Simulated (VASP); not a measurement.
Runs of VASP 6.6.1 on KF. It takes space group Pm-3m (No. 221, cubic). The conventional cell has a = 3.179 Å, b = 3.179 Å, c = 3.179 Å, α = 90.00°, β = 90.00°, γ = 90.00°. Within 3.6 Å of K (site symmetry m-3m) lie 8 F at 2.75 Å and 6 K at 3.18 Å. Within 3.6 Å of F (site symmetry m-3m) lie 8 K at 2.75 Å and 6 F at 3.18 Å. 

| level | potentials or basis | k mesh | gap on the mesh (eV) | pressure (GPa) |
| --- | --- | --- | --- | --- |
| PBE | VASP PAW PBE potentials, release 64 (K_sv, F) | 4 × 4 × 4 | (a) | 3.0 |
| r2SCAN | VASP PAW PBE potentials, release 64 (K_sv, F) | 4 × 4 × 4 | 7.73 | 0.0 |
| LDA | VASP PAW LDA potentials, release 64 (K_sv, F) | 4 × 4 × 4 | 6.45 | -3.6 |
| r2SCAN | VASP PAW PBE potentials, release 64 (K_sv, F) | 6 × 6 × 6 | 7.73 | 0.0 |

Alike in all rows: task single point; no spin polarisation; cell as given; cutoff (eV) 520; smearing gaussian 0.01 eV.

Q: Estimate the missing entries.

A: (a) 6.80.

Caveats: some runs use coarse meshes; the PAW data sets were made with another functional, which shifts forces and pressure a little (some runs).

A k mesh can miss the band edges.
